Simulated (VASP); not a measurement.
# BaTe (P-6m2) in VASP: a series of runs

The runs below take BaTe through relaxation of shape and atoms at fixed volume, with PBE.

Program: VASP 6.6.1. These are calculated values, not measurements. Logs are shortened: lines on timing, memory, paths and dates and some standing lists are left out, and cuts for length are marked.

**1. The cell of the first run**

It takes space group P-6m2 (No. 187, hexagonal). Conventional cell: a = 4.908 Å, b = 4.908 Å, c = 4.483 Å, α = 90.00°, β = 90.00°, γ = 120.00°. Within 4.7 Å of Ba (site symmetry -6m2) lie 6 Te at 3.61 Å and 2 Ba at 4.48 Å. Within 4.7 Å of Te (site symmetry -6m2) lie 6 Ba at 3.61 Å and 2 Te at 4.48 Å.

**2. Relaxation of shape and atoms at fixed volume, PBE (volume scaled by 1.06)**

The input, INCAR:

```
SYSTEM = BaTe
ALGO = Normal ; EDIFF = 1E-6
EDIFFG = -0.01 ; ENCUT = 600
GGA = PE ; IBRION = 2
ISIF = 4 ; ISMEAR = 0
LASPH = .TRUE. ; LCHARG = .FALSE.
LREAL = .FALSE. ; LWAVE = .FALSE.
NELM = 80 ; NSW = 50
PREC = Accurate ; SIGMA = 0.02
```

The input, KPOINTS:

```
k-points
0
G
  9 9 6
  0 0 0
```

The input, POSCAR:

```
BaTe
1.0
    4.9078773308      0.0000000000      0.0000000000
   -2.4539386654      4.2503464471      0.0000000000
    0.0000000000      0.0000000000      4.4830927905
Ba Te
1 1
Direct
    0.3333333333      0.6666666667      0.5000000000
    0.0000000000      0.0000000000      0.0000000000
```

Potentials or basis: VASP PAW PBE potentials, release 64 (Ba_sv, Te).

Run with:

```console
> cat potpaw_PBE.64/Ba_sv/POTCAR potpaw_PBE.64/Te/POTCAR > POTCAR
> mpirun -np 1 vasp_std > vasp.out
```

OUTCAR:

```text
SYSTEM = BaTe
   EDIFF = 1E-6
   EDIFFG = -0.01
   ENCUT = 600
   GGA = PE
   IBRION = 2
   ISIF = 4
   ISMEAR = 0
   LASPH = .TRUE.
   LREAL = .FALSE.
   NELM = 80
   NSW = 50
   PREC = Accurate

 ion  position               nearest neighbor table
   1  0.333  0.667  0.500-   2 3.61   2 3.61   2 3.61   2 3.61   2 3.61   2 3.61
   2  0.000  0.000  0.000-   1 3.61   1 3.61   1 3.61   1 3.61   1 3.61   1 3.61

  LATTYP: Found a hexagonal cell.
 ALAT       =     4.9078773308
 C/A-ratio  =     0.9134484194

  Lattice vectors:

 A1 = (   4.9078773308,   0.0000000000,   0.0000000000)
 A2 = (  -2.4539386654,   4.2503464471,   0.0000000000)
 A3 = (   0.0000000000,   0.0000000000,   4.4830927905)

Analysis of symmetry for initial positions (statically):
=====================================================================
 Subroutine PRICEL returns:
 Original cell was already a primitive cell.

 Routine SETGRP: Setting up the symmetry group for a
 hexagonal supercell.

 Subroutine GETGRP returns: Found 12 space group operations
 (whereof 12 operations were pure point group operations)
 out of a pool of 24 trial point group operations.

The static configuration has the point symmetry D_3h.

Analysis of symmetry for dynamics (positions and initial velocities):
=====================================================================
 Subroutine PRICEL returns:
 Original cell was already a primitive cell.

 Routine SETGRP: Setting up the symmetry group for a
 hexagonal supercell.

 Subroutine GETGRP returns: Found 12 space group operations
 (whereof 12 operations were pure point group operations)
 out of a pool of 24 trial point group operations.

The dynamic configuration has the point symmetry D_3h.

 Subroutine INISYM returns: Found 12 space group operations
 (whereof 12 operations are pure point group operations),
 and found     1 'primitive' translations

----------------------------------------------------------------------------------------

                                     Primitive cell

  volume of cell :      93.5181

  direct lattice vectors                    reciprocal lattice vectors
     4.907877331  0.000000000  0.000000000     0.203754074  0.117637469  0.000000000
    -2.453938665  4.250346447  0.000000000     0.000000000  0.235274939  0.000000000
     0.000000000  0.000000000  4.483092790     0.000000000  0.000000000  0.223060295

  length of vectors
     4.907877331  4.907877331  4.483092790     0.235274939  0.235274939  0.223060295

  position of ions in fractional coordinates (direct lattice)
     0.333333333  0.666666667  0.500000000
     0.000000000  0.000000000  0.000000000

  ion indices of the primitive-cell ions
   primitive index   ion index
                 1           1
                 2           2

----------------------------------------------------------------------------------------

 KPOINTS: k-points

Automatic generation of k-mesh.
 Grid dimensions read from file:
 generate k-points for:    9    9    6

 Generating k-lattice:

  Cartesian coordinates                     Fractional coordinates (reciprocal lattice)
     0.022639342  0.013070830  0.000000000     0.111111111  0.000000000  0.000000000
     0.000000000  0.026141660  0.000000000     0.000000000  0.111111111  0.000000000
     0.000000000  0.000000000  0.037176716     0.000000000  0.000000000  0.166666667

  Length of vectors
     0.026141660  0.026141660  0.037176716

  Shift w.r.t. Gamma in fractional coordinates (k-lattice)
     0.000000000  0.000000000  0.000000000

[... 60 lines left out ...]
   PSTRESS=    0.0 pullay stress
   NELECT =      16.0000    total number of electrons
   NUPDOWN=      -1.0000    fix difference up-down
   EMIN   =  10.00;   EMAX   =-10.00  energy-range for DOS
   EFERMI =   0.00;   METHOD = LEGACY
   ISMEAR =     0;   SIGMA  =   0.02  broadening in eV -4-tet -1-fermi 0-gaus
   EFERMI_NEDOS =   21; number of points for ismear=-14 and -15
   IALGO  =     38    algorithm
   IMIX   =      4    mixing-type and parameters
     AMIX     =   0.40;   BMIX     =  1.00
     AMIX_MAG =   1.60;   BMIX_MAG =  1.00
  volume/ion in A,a.u.               =      46.76       315.55
  Fermi-wavevector in a.u.,A,eV,Ry     =   0.908831  1.717441 11.238044  0.825973
  Thomas-Fermi vector in A             =   2.032803
   LORBIT       =      0    0 simple, 1 ext, 2 COOP (PROOUT), +10 PAW based schemes
   GGA     = PE    functional components
   LHFCALC =     F    Hartree Fock is set to
   AEXX    =    0.0000 exact exchange contribution
   IVDW    =     0    specifies the selected vdW correction
   LEPSILON=     F    determine dielectric tensor
   LRPA    =     F    only Hartree local field effects (RPA)
 conjugate gradient relaxation of ions
 non-spin polarized calculation
 Gauss-broadening in eV      SIGMA  =   0.02
  energy-cutoff  :      600.00
  volume of cell :       93.52
 maximum number of plane-waves:      3161
 NGX is ok and might be reduce to    40
   NGX = 19   NGY = 19   NGZ = 17

--------------------------------------- Ionic step        1  -------------------------------------------

 number of electron      15.9999999 magnetization

 Free energy of the ion-electron system (eV)
  ---------------------------------------------------
  ext. energy  EPLUGINS =         0.00000000
  ---------------------------------------------------
  free energy    TOTEN  =        -8.37739964 eV

  energy without entropy =       -8.37739964  energy(sigma->0) =       -8.37739964

------------------------ aborting loop because EDIFF is reached ----------------------------------------

  FORCE on cell =-STRESS in cart. coord.  units (eV):
  Direction    XX          YY          ZZ          XY          YZ          ZX
  --------------------------------------------------------------------------------------
  -------------------------------------------------------------------------------------
  Total       -0.6261488     -0.6261488     -0.7120843      0.0000000      0.0000000      0.0000000
  in kB      -10.7273475    -10.7273475    -12.1996178      0.0000000      0.0000000      0.0000000
  external PRESSURE =     -11.2181043 kB  Pullay stress =       0.0000000 kB

 VOLUME and BASIS-vectors are now :
 -----------------------------------------------------------------------------
  energy-cutoff  :      600.00
  volume of cell :       93.52
      direct lattice vectors                 reciprocal lattice vectors
     4.907877331  0.000000000  0.000000000     0.203754074  0.117637469  0.000000000
    -2.453938665  4.250346447  0.000000000     0.000000000  0.235274939  0.000000000
     0.000000000  0.000000000  4.483092790     0.000000000  0.000000000  0.223060295

 POSITION                                       TOTAL-FORCE (eV/Angst)
 -----------------------------------------------------------------------------------
     -0.00000      2.83356      2.24155         0.000000     -0.000000      0.000000
      0.00000      0.00000      0.00000        -0.000000      0.000000      0.000000
 -----------------------------------------------------------------------------------
    total drift:                                0.000000     -0.000000     -0.000000

  FREE ENERGIE OF THE ION-ELECTRON SYSTEM (eV)
  ---------------------------------------------------
  free  energy   TOTEN  =        -8.3773996373 eV

  energy  without entropy=       -8.3773996373  energy(sigma->0) =       -8.37739964

--------------------------------------- Ionic step        2  -------------------------------------------

 number of electron      15.9999999 magnetization

 Free energy of the ion-electron system (eV)
  ---------------------------------------------------
  ext. energy  EPLUGINS =         0.00000000
  ---------------------------------------------------
  free energy    TOTEN  =        -8.37747815 eV

  energy without entropy =       -8.37747815  energy(sigma->0) =       -8.37747815

 E-fermi :   2.1701     XC(G=0):  -7.8639

 val. band max:        2.0807337907   @ k =   0.0000   0.0000   0.0000
 cond. band min:       3.6357099686   @ k =   0.0000   0.0000   0.0000
 fundamental gap:      1.5549761779
 Fermi energy:         2.1701076646

 k-point     1 :       0.0000    0.0000    0.0000
  band No.  band energies     occupation
      1     -25.5587      2.00000
      2     -10.7054      2.00000
      3     -10.7054      2.00000
      4     -10.6076      2.00000
      5      -7.5358      2.00000
      6       1.4034      2.00000
      7       1.4034      2.00000
      8       2.0807      2.00000
      9       3.6357      0.00000
     10       4.3030      0.00000
     11       6.4742      0.00000
     12       6.4743      0.00000
[... 331 lines left out ...]
 k-point    24 :       0.3333    0.3333    0.1667
  band No.  band energies     occupation
      1     -25.5456      2.00000
      2     -10.8991      2.00000
      3     -10.8040      2.00000
      4     -10.6425      2.00000
      5      -7.0854      2.00000
      6       0.5282      2.00000
      7       0.6846      2.00000
      8       1.2017      2.00000
      9       4.8338      0.00000
     10       5.6568      0.00000
     11       6.1782      0.00000
     12       6.3279      0.00000

 [... further k-points ...]

------------------------ aborting loop because EDIFF is reached ----------------------------------------

  FORCE on cell =-STRESS in cart. coord.  units (eV):
  Direction    XX          YY          ZZ          XY          YZ          ZX
  --------------------------------------------------------------------------------------
  -------------------------------------------------------------------------------------
  Total       -0.6406613     -0.6406613     -0.6647351      0.0000000      0.0000000      0.0000000
  in kB      -10.9759807    -10.9759807    -11.3884184      0.0000000      0.0000000      0.0000000
  external PRESSURE =     -11.1134599 kB  Pullay stress =       0.0000000 kB

 VOLUME and BASIS-vectors are now :
 -----------------------------------------------------------------------------
  energy-cutoff  :      600.00
  volume of cell :       93.52
      direct lattice vectors                 reciprocal lattice vectors
     4.911270822  0.000000000  0.000000000     0.203613288  0.117556187 -0.000000000
    -2.455635411  4.253285297 -0.000000000     0.000000000  0.235112373 -0.000000000
     0.000000000  0.000000000  4.476899657     0.000000000  0.000000000  0.223368866

 POSITION                                       TOTAL-FORCE (eV/Angst)
 -----------------------------------------------------------------------------------
     -0.00000      2.83552      2.23845         0.000000      0.000000      0.000000
      4.91127      0.00000     -0.00000         0.000000     -0.000000      0.000000
 -----------------------------------------------------------------------------------
    total drift:                                0.000000     -0.000000     -0.000000

  FREE ENERGIE OF THE ION-ELECTRON SYSTEM (eV)
  ---------------------------------------------------
  free  energy   TOTEN  =        -8.3774781518 eV

  energy  without entropy=       -8.3774781518  energy(sigma->0) =       -8.37747815

 reached required accuracy - stopping structural energy minimisation
```

Wall time 56 s (1 thread of Intel Xeon Platinum 8488C (Sapphire Rapids), shared host); peak memory 0.28 GiB.

What came out:

* Free energy: -8.3775 eV
* Energy gained by relaxing: 0.0 meV/atom
* Ionic steps: 2
* Pressure after relaxing: -1.1 GPa
* Band gap on the k mesh: 1.55 eV, direct

Final structure:
```xyz
2
Lattice="4.9113 0.0000 0.0000 -2.4556 4.2533 0.0000 0.0000 0.0000 4.4769" Properties=species:S:1:pos:R:3 pbc="T T T"
Ba    0.0000    2.8355    2.2384
Te    4.9113    0.0000    0.0000
```

Caveat: the cell differs from its parent crystal (volume scaled by 1.06); spin-orbit coupling is left out, which moves the levels of the heavy elements.

**3. Relaxation of shape and atoms at fixed volume, PBE (volume scaled by 1.10)**

The input, INCAR:

```
SYSTEM = BaTe
PREC = Accurate ; ENCUT = 600
EDIFF = 1E-7 ; ISMEAR = 0
SIGMA = 0.02 ; LREAL = .False.
LASPH = .True. ; NELM = 60
ALGO = Normal ; ISIF = 4
LWAVE = .False. ; LCHARG = .False.
GGA = PE ; IBRION = 2
NSW = 50 ; EDIFFG = -0.01
```

The input, KPOINTS:

```
Automatic mesh
0
Gamma
  9 9 6
  0 0 0
```

The input, POSCAR:

```
BaTe
1.0
    4.9754093951      0.0000000000      0.0000000000
   -2.4877046975      4.3088309304      0.0000000000
    0.0000000000      0.0000000000      4.5268312217
Ba Te
1 1
Direct
    0.3333333333      0.6666666667      0.5000000000
    0.0000000000      0.0000000000      0.0000000000
```

Potentials or basis: VASP PAW PBE potentials, release 64 (Ba_sv, Te).

Run with:

```console
> cat potpaw_PBE.64/Ba_sv/POTCAR potpaw_PBE.64/Te/POTCAR > POTCAR
> mpirun -np 1 vasp_std > vasp.out
```

Run time: 80 s. Hardware: 1 thread of Intel Xeon Platinum 8488C (Sapphire Rapids), shared host; peak memory 0.29 GiB.

The run converged. Its results:

```yaml
Free_energy: -8.3447 eV
Energy_gained_by_relaxing: 0.1 meV/atom
Ionic_steps: 3
Pressure_after_relaxing: -1.9 GPa
Band_gap_on_the_k_mesh: 1.59 eV, direct
```

The path:
```csv
step,energy change (eV),largest force (eV/Å),pressure (GPa),volume (Å³)
1,0.0000,0.0000,-1.87,97.05
2,-0.0001,0.0000,-1.86,97.05
3,-0.0002,0.0000,-1.85,97.05
```

Final structure:
```
CELL_PARAMETERS angstrom
4.98213 0.00000 0.00000
-2.49106 4.31465 0.00000
0.00000 0.00000 4.51463
ATOMIC_POSITIONS crystal
Ba 0.33333 0.66667 0.50000
Te 0.00000 0.00000 0.00000
```

Levels at points of the mesh, in eV from the valence-band top:
```tsv
k point	band 4	band 5	band 6	band 7	band 8	band 9	band 10	band 11	band 12
(0.00, 0.00, 0.00)	-12.79	-9.55	-0.67	-0.67	0.00	1.59	2.10	4.30	4.30
(0.00, 0.00, 0.50)	-12.86	-9.04	-2.37	-0.46	-0.46	2.91	2.91	3.65	3.65
```

Caveat: the cell differs from its parent crystal (volume scaled by 1.10); spin-orbit coupling is left out, which moves the levels of the heavy elements.
